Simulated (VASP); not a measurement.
# Cu (I4/mmm) in VASP: further runs

Runs on Cu. Level: LDA. Tasks: single point.

Everything below comes from runs of VASP 6.6.1. Logs are shortened: lines on timing, memory, paths and dates and some standing lists are left out, and cuts for length are marked.

**1. The cell of the first run**

It takes space group I4/mmm (No. 139, tetragonal). The conventional cell has a = 2.845 Å, b = 2.845 Å, c = 2.755 Å, α = 90.00°, β = 90.00°, γ = 90.00°. Within 3.2 Å of Cu (site symmetry 4/mmm) lie 14 Cu at 2.44 to 2.84 Å.

**2. Single point, LDA (11.15 Å³/atom)**

Input file INCAR:

```
ALGO = Normal ; EDIFF = 1E-7
ENCUT = 520 ; GGA = CA
ISIF = 2 ; ISMEAR = 0
LASPH = T ; LCHARG = F
LREAL = F ; LWAVE = F
NBANDS = 12 ; NELM = 100
PREC = Accurate ; SIGMA = 0.15
```

Input file KPOINTS:

```
k-points
0
Gamma
  24 24 24
```

Input file POSCAR:

```
Cu
1.0
   -1.4224674772      1.4224674772      1.3773752582
    1.4224674772     -1.4224674772      1.3773752582
    1.4224674772      1.4224674772     -1.3773752582
Cu
1
Direct
    0.0000000000      0.0000000000      0.0000000000
```

Potentials or basis: VASP PAW LDA potentials, release 64 (Cu).

On the command line:

```bash
> cat potpaw_LDA.64/Cu/POTCAR > POTCAR
> mpirun -np 1 vasp_std > vasp.out
```

OUTCAR:

```text
EDIFF = 1E-7
   ENCUT = 520
   GGA = CA
   ISIF = 2
   ISMEAR = 0
   LASPH = T
   LREAL = F
   NELM = 100
   PREC = Accurate

 ion  position               nearest neighbor table
   1  0.000  0.000  0.000-

  LATTYP: Found a body centered tetragonal cell.
 ALAT       =     2.8449349544
 C/A-ratio  =     0.9683000000

  Lattice vectors:

 A1 = (  -1.4224674772,   1.4224674772,   1.3773752582)
 A2 = (   1.4224674772,  -1.4224674772,   1.3773752582)
 A3 = (   1.4224674772,   1.4224674772,  -1.3773752582)

Analysis of symmetry for initial positions (statically):
=====================================================================
 Subroutine PRICEL returns:
 Original cell was already a primitive cell.

 Routine SETGRP: Setting up the symmetry group for a
 body centered tetragonal supercell.

 Subroutine GETGRP returns: Found 16 space group operations
 (whereof 16 operations were pure point group operations)
 out of a pool of 16 trial point group operations.

The static configuration has the point symmetry D_4h.

Analysis of symmetry for dynamics (positions and initial velocities):
=====================================================================
 Subroutine PRICEL returns:
 Original cell was already a primitive cell.

 Routine SETGRP: Setting up the symmetry group for a
 body centered tetragonal supercell.

 Subroutine GETGRP returns: Found 16 space group operations
 (whereof 16 operations were pure point group operations)
 out of a pool of 16 trial point group operations.

The dynamic configuration has the point symmetry D_4h.

 Subroutine INISYM returns: Found 16 space group operations
 (whereof 16 operations are pure point group operations),
 and found     1 'primitive' translations

----------------------------------------------------------------------------------------

                                     Primitive cell

  volume of cell :      11.1480

  direct lattice vectors                    reciprocal lattice vectors
    -1.422467477  1.422467477  1.377375258     0.000000000  0.351501885  0.363009279
     1.422467477 -1.422467477  1.377375258     0.351501885  0.000000000  0.363009279
     1.422467477  1.422467477 -1.377375258     0.351501885  0.351501885  0.000000000

  length of vectors
     2.438029952  2.438029952  2.438029952     0.505301210  0.505301210  0.497098733

  position of ions in fractional coordinates (direct lattice)
     0.000000000  0.000000000  0.000000000

  ion indices of the primitive-cell ions
   primitive index   ion index
                 1           1

[... 82 lines left out ...]
   NELECT =      11.0000    total number of electrons
   NUPDOWN=      -1.0000    fix difference up-down
   EMIN   =  10.00;   EMAX   =-10.00  energy-range for DOS
   EFERMI =   0.00;   METHOD = LEGACY
   ISMEAR =     0;   SIGMA  =   0.15  broadening in eV -4-tet -1-fermi 0-gaus
   EFERMI_NEDOS =   21; number of points for ismear=-14 and -15
   IALGO  =     38    algorithm
   IMIX   =      4    mixing-type and parameters
     AMIX     =   0.40;   BMIX     =  1.00
     AMIX_MAG =   1.60;   BMIX_MAG =  1.00
  volume/ion in A,a.u.               =      11.15        75.23
  Fermi-wavevector in a.u.,A,eV,Ry     =   1.629822  3.079916 36.141407  2.656318
  Thomas-Fermi vector in A             =   2.722224
   LORBIT       =      0    0 simple, 1 ext, 2 COOP (PROOUT), +10 PAW based schemes
   GGA     = CA    functional components
   LHFCALC =     F    Hartree Fock is set to
   AEXX    =    0.0000 exact exchange contribution
   IVDW    =     0    specifies the selected vdW correction
   LEPSILON=     F    determine dielectric tensor
   LRPA    =     F    only Hartree local field effects (RPA)
 non-spin polarized calculation
 Gauss-broadening in eV      SIGMA  =   0.15
  energy-cutoff  :      520.00
  volume of cell :       11.15
 maximum number of plane-waves:       321
   NGX =  9   NGY =  9   NGZ =  9

 number of electron      11.0000005 magnetization

 Free energy of the ion-electron system (eV)
  ---------------------------------------------------
  ext. energy  EPLUGINS =         0.00000000
  ---------------------------------------------------
  free energy    TOTEN  =        -4.66783671 eV

  energy without entropy =       -4.66347659  energy(sigma->0) =       -4.66565665

 E-fermi :   8.0886     XC(G=0): -13.4450

 val. band max:        8.0873690751   @ k =   0.5000   0.2500   0.1250
 cond. band min:       8.0907366240   @ k =   0.4583   0.4583  -0.0000
 fundamental gap:      0.0033675489
 Fermi energy:         8.0885569033

 k-point     1 :       0.0000    0.0000    0.0000
  band No.  band energies     occupation
      1      -1.7059      2.00000
      2       4.6524      2.00000
      3       4.7915      2.00000
      4       4.7915      2.00000
      5       5.7862      2.00000
      6       5.9334      2.00000
      7      33.4713      0.00000
      8      33.4713      0.00000
      9      34.2912      0.00000
     10      37.4767      0.00000
     11      37.4767      0.00000
     12      37.6865      0.00000
[... 331 lines left out ...]
 k-point    24 :       0.4583    0.0417   -0.0000
  band No.  band energies     occupation
      1       2.7110      2.00000
      2       3.9185      2.00000
      3       5.8132      2.00000
      4       5.9813      2.00000
      5       6.4904      2.00000
      6       7.6444      1.99997
      7      12.9945      0.00000
      8      25.1400      0.00000
      9      25.8485      0.00000
     10      30.4265      0.00000
     11      33.5453      0.00000
     12      42.3571      0.00000

 [... further k-points ...]

------------------------ aborting loop because EDIFF is reached ----------------------------------------

  FORCE on cell =-STRESS in cart. coord.  units (eV):
  Direction    XX          YY          ZZ          XY          YZ          ZX
  --------------------------------------------------------------------------------------
  -------------------------------------------------------------------------------------
  Total       -0.1842934     -0.1842934     -0.1964236      0.0000000     -0.0000000      0.0000000
  in kB      -26.4864252    -26.4864252    -28.2297656      0.0000000     -0.0000000      0.0000000
  external PRESSURE =     -27.0675387 kB  Pullay stress =       0.0000000 kB

 VOLUME and BASIS-vectors are now :
 -----------------------------------------------------------------------------
  energy-cutoff  :      520.00
  volume of cell :       11.15
      direct lattice vectors                 reciprocal lattice vectors
    -1.422467477  1.422467477  1.377375258     0.000000000  0.351501885  0.363009279
     1.422467477 -1.422467477  1.377375258     0.351501885  0.000000000  0.363009279
     1.422467477  1.422467477 -1.377375258     0.351501885  0.351501885  0.000000000

 POSITION                                       TOTAL-FORCE (eV/Angst)
 -----------------------------------------------------------------------------------
      0.00000      0.00000      0.00000         0.000000     -0.000000     -0.000000
 -----------------------------------------------------------------------------------
    total drift:                                0.000000      0.000000      0.000000

  FREE ENERGIE OF THE ION-ELECTRON SYSTEM (eV)
  ---------------------------------------------------
  free  energy   TOTEN  =        -4.6678367136 eV

  energy  without entropy=       -4.6634765904  energy(sigma->0) =       -4.66565665
```

OSZICAR:

```text
N       E                     dE             d eps       ncg     rms          rms(c)
DAV:   1     0.418283168552E+02    0.41828E+02   -0.53657E+03 28544   0.158E+03
DAV:   2    -0.429635699300E+01   -0.46125E+02   -0.42533E+02 26340   0.207E+02
DAV:   3    -0.566112690604E+01   -0.13648E+01   -0.13566E+01 29548   0.407E+01
DAV:   4    -0.566961816960E+01   -0.84913E-02   -0.84901E-02 28784   0.283E+00
DAV:   5    -0.566969875880E+01   -0.80589E-04   -0.80589E-04 29732   0.280E-01    0.791E+00
DAV:   6    -0.504163556305E+01    0.62806E+00   -0.14444E+01 29676   0.754E+01    0.378E+00
DAV:   7    -0.468581339260E+01    0.35582E+00   -0.22285E+00 29968   0.296E+01    0.670E-01
DAV:   8    -0.466886079252E+01    0.16953E-01   -0.84041E-03 32820   0.941E-01    0.226E-01
DAV:   9    -0.466782376429E+01    0.10370E-02   -0.44375E-03 33128   0.113E+00    0.146E-02
DAV:  10    -0.466783507899E+01   -0.11315E-04   -0.25895E-05 30600   0.748E-02    0.445E-03
DAV:  11    -0.466783671450E+01   -0.16355E-05   -0.50538E-07 30928   0.110E-02    0.477E-04
DAV:  12    -0.466783671359E+01    0.90677E-09   -0.13039E-08 15776   0.146E-03
   1 F= -.46678367E+01 E0= -.46656567E+01  d E =-.436012E-02
```

Run time: 42 s. Hardware: 1 thread of Intel Xeon 6975P-C (Granite Rapids), shared host; peak memory 0.23 GiB.

Results:

* Free energy: -4.6678 eV
* Pressure: -2.7 GPa
* Band gap on the k mesh: zero (an odd number of electrons rules out a gap without spin polarisation)

**3. Single point, LDA (11.15 Å³/atom)**

Input file INCAR:

```
PREC = Accurate
ENCUT = 520
EDIFF = 1E-6
ISMEAR = 0
SIGMA = 0.15
LREAL = False
LASPH = True
NELM = 100
ALGO = Normal
ISIF = 2
LWAVE = False
LCHARG = False
NBANDS = 12
```

Input file KPOINTS:

```
regular mesh
0
Gamma
  24 24 24
```

Input file POSCAR:

```
Cu
1.0
   -1.3941544551      1.3941544551      1.4338878571
    1.3941544551     -1.3941544551      1.4338878571
    1.3941544551      1.3941544551     -1.4338878571
Cu
1
Direct
    0.0000000000      0.0000000000      0.0000000000
```

Potentials or basis: VASP PAW LDA potentials, release 64 (Cu).

On the command line:

```bash
> cat potpaw_LDA.64/Cu/POTCAR > POTCAR
> mpirun -np 1 vasp_std > vasp.out
```

Run time: 41 s. Hardware: 1 thread of Intel Xeon 6975P-C (Granite Rapids), shared host; peak memory 0.24 GiB.

Results (log left out):

```yaml
Free_energy: -4.6679 eV
Pressure: -2.7 GPa
Band_gap_on_the_k_mesh: zero (an odd number of electrons rules out a gap without spin polarisation)
```

Stress tensor (GPa, compression positive):
```
-2.86  0.00  0.00
 0.00 -2.86  0.00
 0.00  0.00 -2.40
```

Levels at points of the mesh, in eV from the Fermi level:
```csv
k point,band 2,band 3,band 4,band 5,band 6,band 7,band 8,band 9,band 10,band 11
"(0.00, 0.00, 0.00)",-3.38,-3.38,-3.27,-2.29,-2.17,25.28,25.86,25.86,29.11,29.66
"(0.50, 0.00, 0.00)",-4.07,-2.33,-2.10,-1.44,-0.79,4.54,18.24,18.41,22.34,25.49
"(0.50, 0.50, 0.00)",-4.22,-2.19,-2.07,-1.42,-0.57,4.85,17.50,17.57,21.66,24.86
"(0.50, 0.50, 0.50)",-4.98,-1.63,-1.60,-1.60,7.68,8.76,8.76,13.77,14.44,16.92
```
